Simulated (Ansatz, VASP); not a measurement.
**Two plane-wave programs on TiAl3**

File INCAR:

```
SYSTEM = TiAl3
ALGO = Normal ; EDIFF = 1E-6
ENCUT = 500 ; GGA = PS
GGA_COMPAT = .False. ; ISIF = 2
ISMEAR = 0 ; LASPH = .True.
LCHARG = .False. ; LREAL = .False.
LWAVE = .False. ; NBANDS = 18
NELM = 120 ; PREC = Accurate
SIGMA = 0.15
```

Contents of KPOINTS:

```
k-points
0
Gamma
  12 12 12
  0 0 0
```

The input POSCAR:

```
TiAl3
1.0
    3.9542033465      0.0101746961      0.0435710802
    0.0101746961      3.9976128041     -0.0140994604
    0.0435710802     -0.0140994604      3.9015893162
Ti Al
1 3
Direct
   -0.0162948542      0.0085481481      0.0010791386
    0.5183434237      0.4893150683     -0.0137670326
    0.4912659355      0.0151842843      0.5020618402
    0.0066854950      0.4869524994      0.5106260538
```

Input for Ansatz:

```yaml
crystal:
  lattice:
    - [3.9542033465, 0.0101746961, 0.0435710802]
    - [0.0101746961, 3.9976128041, -0.0140994604]
    - [0.0435710802, -0.0140994604, 3.9015893162]
  atoms:
    - { symbol: Ti, position: [-0.0162948542, 0.0085481481, 0.0010791386] }
    - { symbol: Al, position: [0.5183434237, 0.4893150683, -0.0137670326] }
    - { symbol: Al, position: [0.4912659355, 0.0151842843, 0.5020618402] }
    - { symbol: Al, position: [0.006685495, 0.4869524994, 0.5106260538] }
basis:
  ecutwfc: 420
kpoints:
  mp_grid: { grid: [12, 12, 12] }
hamiltonian:
  xc: pbesol
scf:
  occupations: { method: gaussian, width: 0.15 }
output:
  forces: true
  stress: true
  eigenvalues: true
```

Change from the starting cell: all atoms moved at random (sigma 0.06 Å a component), cell strained at random (sigma 0.01).

Alike in both runs: task single point; functional PBEsol; k mesh 12 × 12 × 12; occupations gaussian, width 0.15 eV; no spin polarisation.

|  | VASP | Ansatz |
| --- | --- | --- |
| version | VASP 6.6.1 | Ansatz 0.2.0 |
| potentials or method | VASP PAW PBE potentials, release 64 (Ti_sv, Al), cutoff 500 eV | scalar-relativistic, plane waves, PAW |
| valence electrons in the cell | 21 | 21 |

VASP gave:

- gap on the k mesh at the Fermi level (eV): none
- pressure (GPa): 0.9
- traceless stress, the component that is largest in VASP (GPa): -2.12
- rms of the force components (eV/Å): 0.546

Problem. What did Ansatz give for the same quantities?

Solution. gap on the k mesh at the Fermi level (eV): none; pressure (GPa): 0.9; traceless stress, the component that is largest in VASP (GPa): -2.11; rms of the force components (eV/Å): 0.543.

VASP's potentials were made for PBE, not for PBEsol. Atom by atom the forces differ by 0.003 eV/Å (rms over components). A gap of «none» marks a metal or a gap that the smearing closes. With one functional, cell and mesh, what is left measures potentials, basis and numerics.
